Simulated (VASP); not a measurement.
# TePb in VASP: settings compared

Aim: see how the results for TePb move with the level of theory and the settings. Levels: BLYP, PBE. Tasks: single point.

All numbers are computed with VASP 6.6.1; they aren't measurements. Logs are shortened: lines on timing, memory, paths and dates and some standing lists are left out, and cuts for length are marked.

## (1) The cell of the first run

Symmetry: Fm-3m, No. 225, cubic system. Conventional cell: a = 6.542 Å, b = 6.542 Å, c = 6.542 Å, α = 90.00°, β = 90.00°, γ = 90.00°. Te (site symmetry m-3m) has 6 Pb at 3.27 Å within 4.3 Å. Within 4.3 Å of Pb (site symmetry m-3m) lie 6 Te at 3.27 Å.

## (2) Single point, BLYP

The input, INCAR:

```
PREC = Accurate ; ENCUT = 520
EDIFF = 1E-6 ; ISMEAR = 0
SIGMA = 0.1 ; LREAL = F
LASPH = T ; NELM = 60
ALGO = Normal ; ISIF = 2
LWAVE = F ; LCHARG = F
GGA = B5 ; ALDAX = 1.0
AGGAX = 1.0 ; AGGAC = 1.0
ALDAC = 0.0 ; NBANDS = 17
NELECT = 22.0 ; ISYM = 0
```

The input, KPOINTS:

```
Automatic mesh
0
Gamma
  1 2 2
  0.5 0.5 0
```

The input, POSCAR:

```
TePb
1.0
    0.0000000000      3.2708968051      3.2708968051
    3.2708968051      0.0000000000      3.2708968051
    3.2708968051      3.2708968051      0.0000000000
Te Pb
1 1
Direct
    0.0000000000      0.0000000000      0.0000000000
    0.5000000000      0.5000000000      0.5000000000
```

Potentials or basis: VASP PAW PBE potentials, release 64 (Te, Pb_d).

Started as:

```sh
$ cat potpaw_PBE.64/Te/POTCAR potpaw_PBE.64/Pb_d/POTCAR > POTCAR
$ mpirun -np 1 vasp_std > vasp.out
```

OUTCAR:

```text
PREC = Accurate
   ENCUT = 520
   EDIFF = 1E-6
   ISMEAR = 0
   LREAL = F
   LASPH = T
   NELM = 60
   ISIF = 2
   GGA = B5
   NELECT = 22.0
   ISYM = 0

 ion  position               nearest neighbor table
   1  0.000  0.000  0.000-   2 3.27   2 3.27   2 3.27   2 3.27   2 3.27   2 3.27
   2  0.500  0.500  0.500-   1 3.27   1 3.27   1 3.27   1 3.27   1 3.27   1 3.27

IMPORTANT INFORMATION: All symmetrisations will be switched off!
NOSYMM: (Re-)initialisation of all symmetry stuff for point group C_1.

----------------------------------------------------------------------------------------

                                     Primitive cell

  volume of cell :      69.9891

  direct lattice vectors                    reciprocal lattice vectors
     0.000000000  3.270896805  3.270896805    -0.152863276  0.152863276  0.152863276
     3.270896805  0.000000000  3.270896805     0.152863276 -0.152863276  0.152863276
     3.270896805  3.270896805  0.000000000     0.152863276  0.152863276 -0.152863276

  length of vectors
     4.625746623  4.625746623  4.625746623     0.264766960  0.264766960  0.264766960

  position of ions in fractional coordinates (direct lattice)
     0.000000000  0.000000000  0.000000000
     0.500000000  0.500000000  0.500000000

  ion indices of the primitive-cell ions
   primitive index   ion index
                 1           1
                 2           2

----------------------------------------------------------------------------------------

 KPOINTS: Automatic mesh

Automatic generation of k-mesh.
 Grid dimensions read from file:
 generate k-points for:    1    2    2

 Generating k-lattice:

  Cartesian coordinates                     Fractional coordinates (reciprocal lattice)
    -0.152863276  0.152863276  0.152863276     1.000000000  0.000000000  0.000000000
     0.076431638 -0.076431638  0.076431638     0.000000000  0.500000000  0.000000000
     0.076431638  0.076431638 -0.076431638     0.000000000  0.000000000  0.500000000

  Length of vectors
     0.264766960  0.132383480  0.132383480

  Shift w.r.t. Gamma in fractional coordinates (k-lattice)
     0.500000000  0.500000000  0.000000000

 -----------------------------------------------------------------------------
|                                                                             |
|           W    W    AA    RRRRR   N    N  II  N    N   GGGG   !!!           |
|           W    W   A  A   R    R  NN   N  II  NN   N  G    G  !!!           |
|           W    W  A    A  R    R  N N  N  II  N N  N  G       !!!           |
|           W WW W  AAAAAA  RRRRR   N  N N  II  N  N N  G  GGG   !            |
|           WW  WW  A    A  R   R   N   NN  II  N   NN  G    G                |
|           W    W  A    A  R    R  N    N  II  N    N   GGGG   !!!           |
|                                                                             |
|     Your reciprocal lattice and k-lattice belong to different lattice       |
|     classes:                                                                |
|                                                                             |
|        The reciprocal lattice is body-centered cubic,                       |
|        whereas your k-lattice is base centered orthorhombic.                |
|                                                                             |
|     Results are often still useful ...                                      |
|                                                                             |
 -----------------------------------------------------------------------------

 WARNING: IBZKPT: internal override: KBLOWUP is changed to .FALSE.
      ... skipping the blow-up phase ...

 Subroutine IBZKPT returns following result:
 ===========================================

 Found      2 irreducible k-points:

 Following reciprocal coordinates:
            Coordinates               Weight
  0.500000  0.250000  0.000000      2.000000
  0.500000  0.250000  0.500000      2.000000
   k-points           NKPTS =      2   k-points in BZ     NKDIM =      2   number of bands    NBANDS=     17
   number of dos      NEDOS =    301   number of ions     NIONS =      2
   total plane-waves  NPLWV =  46656
   dimension x,y,z NGX =    36 NGY =   36 NGZ =   36
   dimension x,y,z NGXF=    72 NGYF=   72 NGZF=   72
   ions per type =               1   1
   NGX,Y,Z   is equivalent  to a cutoff of  12.94, 12.94, 12.94 a.u.
   NGXF,Y,Z  is equivalent  to a cutoff of  25.88, 25.88, 25.88 a.u.
 SYSTEM =  unknown system
   PREC   = accura    normal or accurate (medium, high low for compatibility)
   ISTART =      0    job   : 0-new  1-cont  2-samecut
   ICHARG =      2    charge: 1-file 2-atom 10-const
   ISPIN  =      1    spin polarized calculation?
   LNONCOLLINEAR =      F non collinear calculations
   LSORBIT =      F    spin-orbit coupling
   LASPH  =      T    aspherical Exc in radial PAW
   ENCUT  =  520.0 eV  38.22 Ry    6.18 a.u.   8.60  8.60  8.60*2*pi/ulx,y,z
   NELM   =     60;   NELMIN=  2; NELMDL= -5     # of ELM steps
   EDIFF  = 0.1E-05   stopping-criterion for ELM
   LREAL  =      F    real-space projection
   EDIFFG = 0.1E-04   stopping-criterion for IOM
   NSW    =      0    number of steps for IOM
   IBRION =     -1    ionic relax: 0-MD 1-quasi-New 2-CG
   NFREE  =      0    steps in history (QN), initial steepest desc. (CG)
   ISIF   =      2    stress and relaxation
   ISYM   =      0    0-nonsym 1-usesym 2-fastsym
   POTIM  = 0.5000    time-step for ionic-motion
   TEBEG  =    0.0;   TEEND  =   0.0 temperature during run
   PSTRESS=    0.0 pullay stress
   NELECT =      22.0000    total number of electrons
   NUPDOWN=      -1.0000    fix difference up-down
   EMIN   =  10.00;   EMAX   =-10.00  energy-range for DOS
   EFERMI =   0.00;   METHOD = LEGACY
   ISMEAR =     0;   SIGMA  =   0.10  broadening in eV -4-tet -1-fermi 0-gaus
   EFERMI_NEDOS =   21; number of points for ismear=-14 and -15
   IALGO  =     38    algorithm
   IMIX   =      4    mixing-type and parameters
     AMIX     =   0.40;   BMIX     =  1.00
     AMIX_MAG =   1.60;   BMIX_MAG =  1.00
  volume/ion in A,a.u.               =      34.99       236.15
  Fermi-wavevector in a.u.,A,eV,Ry     =   1.113112  2.103477 16.857869  1.239018
  Thomas-Fermi vector in A             =   2.249693
   LORBIT       =      0    0 simple, 1 ext, 2 COOP (PROOUT), +10 PAW based schemes
   GGA     = B5    functional components
   LHFCALC =     F    Hartree Fock is set to
   AEXX    =    0.0000 exact exchange contribution
   IVDW    =     0    specifies the selected vdW correction
   LEPSILON=     F    determine dielectric tensor
   LRPA    =     F    only Hartree local field effects (RPA)
 non-spin polarized calculation
 Gauss-broadening in eV      SIGMA  =   0.10
  energy-cutoff  :      520.00
  volume of cell :       69.99
 maximum number of plane-waves:      1881
 NGX is ok and might be reduce to    36
   NGX = 17   NGY = 17   NGZ = 17

 number of electron      22.0000001 magnetization

 Free energy of the ion-electron system (eV)
  ---------------------------------------------------
  ext. energy  EPLUGINS =         0.00000000
  ---------------------------------------------------
  free energy    TOTEN  =         8.38308394 eV

  energy without entropy =        8.42478625  energy(sigma->0) =        8.40393510

 E-fermi :   8.4992     XC(G=0):  -9.1868

 val. band max:        8.3994727154   @ k =   0.5000   0.2500   0.0000
 cond. band min:       8.5990117145   @ k =   0.5000   0.2500   0.5000
 fundamental gap:      0.1995389991
 Fermi energy:         8.4992422275

 k-point     1 :       0.5000    0.2500    0.0000
  band No.  band energies     occupation
      1     -10.8788      2.00000
      2     -10.8538      2.00000
      3     -10.7921      2.00000
      4     -10.6384      2.00000
      5     -10.6263      2.00000
      6      -5.1230      2.00000
[... 9 lines left out ...]
     16      14.7850      0.00000
     17      15.5619      0.00000

 k-point     2 :       0.5000    0.2500    0.5000
  band No.  band energies     occupation
      1     -10.8788      2.00000
      2     -10.8538      2.00000
      3     -10.7921      2.00000
      4     -10.6384      2.00000
      5     -10.6263      2.00000
      6      -5.1230      2.00000
[... 9 lines left out ...]
     16      14.7850      0.00000
     17      15.5619      0.00000

------------------------ aborting loop because EDIFF is reached ----------------------------------------

  FORCE on cell =-STRESS in cart. coord.  units (eV):
  Direction    XX          YY          ZZ          XY          YZ          ZX
  --------------------------------------------------------------------------------------
  -------------------------------------------------------------------------------------
  Total       29.1066269     21.2781876     21.2781846      1.8333024     -5.9207327     -1.8333000
  in kB      666.3032595    487.0961444    487.0960769     41.9676028   -135.5362652    -41.9675490
  external PRESSURE =     546.8318269 kB  Pullay stress =       0.0000000 kB

 VOLUME and BASIS-vectors are now :
 -----------------------------------------------------------------------------
  energy-cutoff  :      520.00
  volume of cell :       69.99
      direct lattice vectors                 reciprocal lattice vectors
     0.000000000  3.270896805  3.270896805    -0.152863276  0.152863276  0.152863276
     3.270896805  0.000000000  3.270896805     0.152863276 -0.152863276  0.152863276
     3.270896805  3.270896805  0.000000000     0.152863276  0.152863276 -0.152863276

 POSITION                                       TOTAL-FORCE (eV/Angst)
 -----------------------------------------------------------------------------------
      0.00000      0.00000      0.00000         0.000004      0.000005      0.000000
      3.27090      3.27090      3.27090        -0.000004     -0.000005     -0.000000
 -----------------------------------------------------------------------------------
    total drift:                               -0.000009     -0.000013     -0.000010

  FREE ENERGIE OF THE ION-ELECTRON SYSTEM (eV)
  ---------------------------------------------------
  free  energy   TOTEN  =         8.3830839401 eV

  energy  without entropy=        8.4247862512  energy(sigma->0) =        8.40393510
```

It took 24 s on 1 thread of Intel Xeon 6975P-C, shared host; peak memory 0.2 GiB.

The run converged, but its numbers aren't listed here, since they failed a check.

Caveat: the k points lie up to 1.66 Å⁻¹ apart; the cell carries a net charge on a neutralising background, which shifts energy and pressure; the cell is charged against a uniform background, so pressure and absolute levels hang on convention; the PAW data sets were made with another functional, which shifts forces and pressure a little; spin-orbit coupling is left out, which moves the levels of the heavy elements.

## (3) Single point, PBE

The input, INCAR:

```
PREC = Accurate ; ENCUT = 520
EDIFF = 1E-6 ; ISMEAR = 0
SIGMA = 0.1 ; LREAL = F
LASPH = T ; NELM = 100
ALGO = Normal ; ISIF = 2
LWAVE = F ; LCHARG = F
GGA = PE ; NBANDS = 17
NELECT = 19.9
```

The input, KPOINTS:

```
Automatic mesh
0
Gamma
  4 4 4
```

POSCAR is that of step 2.

Potentials or basis: VASP PAW PBE potentials, release 64 (Te, Pb_d).

Started as:

```sh
$ cat potpaw_PBE.64/Te/POTCAR potpaw_PBE.64/Pb_d/POTCAR > POTCAR
$ mpirun -np 1 vasp_std > vasp.out
```

Wall time 21 s (1 thread of Intel Xeon 6975P-C, shared host); peak memory 0.2 GiB.

The run converged. Its results:

```
Free energy : -8.0318 eV
```

Levels at points of the mesh, in eV from the Fermi level:
```
           k point  band 6  band 7  band 8  band 9  band 10  band 11  band 12  band 13  band 14  band 15
(0.00, 0.00, 0.00)  -11.66   -5.63   -1.15   -1.15    -1.15     4.11     4.11     4.11     5.98     5.98
(0.50, 0.00, 0.00)  -10.33   -8.33   -0.72   -0.72     0.06     0.89     1.44     1.44     8.45     9.26
(0.50, 0.50, 0.00)  -10.12   -7.18   -4.13   -2.52    -2.52     3.56     5.41     5.41     6.56    10.08
```

Caveat: the k points lie up to 0.42 Å⁻¹ apart; the cell carries a net charge on a neutralising background, which shifts energy and pressure; the cell is charged against a uniform background, so pressure and absolute levels hang on convention; spin-orbit coupling is left out, which moves the levels of the heavy elements.

## (4) Single point, PBE

The input, INCAR:

```
  ALGO = Normal
  EDIFF = 1E-6
  ENCUT = 520
  GGA = PE
  ISIF = 2
  ISMEAR = -1
  LASPH = T
  LCHARG = T
  LELF = T
  LREAL = F
  LVHAR = T
  LWAVE = F
  NBANDS = 17
  NELM = 60
  PREC = Accurate
  SIGMA = 0.043
```

The input, KPOINTS:

```
k-points
0
Gamma
  4 4 4
```

POSCAR is that of step 3.

Started as:

```sh
$ cat potpaw_PBE.64/Te/POTCAR potpaw_PBE.64/Pb_d/POTCAR > POTCAR
$ mpirun -np 1 vasp_std > vasp.out
```

It took 34 s on 1 thread of Intel Xeon 6975P-C, shared host; peak memory 0.2 GiB.

The run converged. Its results:

```
Free energy            : -7.5142 eV
Pressure               : 0.4 GPa
Band gap on the k mesh : 0.81 eV, direct
```

Levels at points of the mesh, in eV from the valence-band top:
| k point | band 8 | band 9 | band 10 | band 11 | band 12 | band 13 |
| --- | --- | --- | --- | --- | --- | --- |
| (0.00, 0.00, 0.00) | -1.20 | -1.20 | -1.20 | 4.04 | 4.04 | 4.04 |
| (0.50, 0.00, 0.00) | -0.77 | -0.77 | 0.00 | 0.81 | 1.37 | 1.37 |
| (0.50, 0.50, 0.00) | -4.21 | -2.58 | -2.58 | 3.45 | 5.35 | 5.35 |

Caveat: spin-orbit coupling is left out, which moves the levels of the heavy elements. A k mesh can miss the band edges.

[end of part 1 of 2]
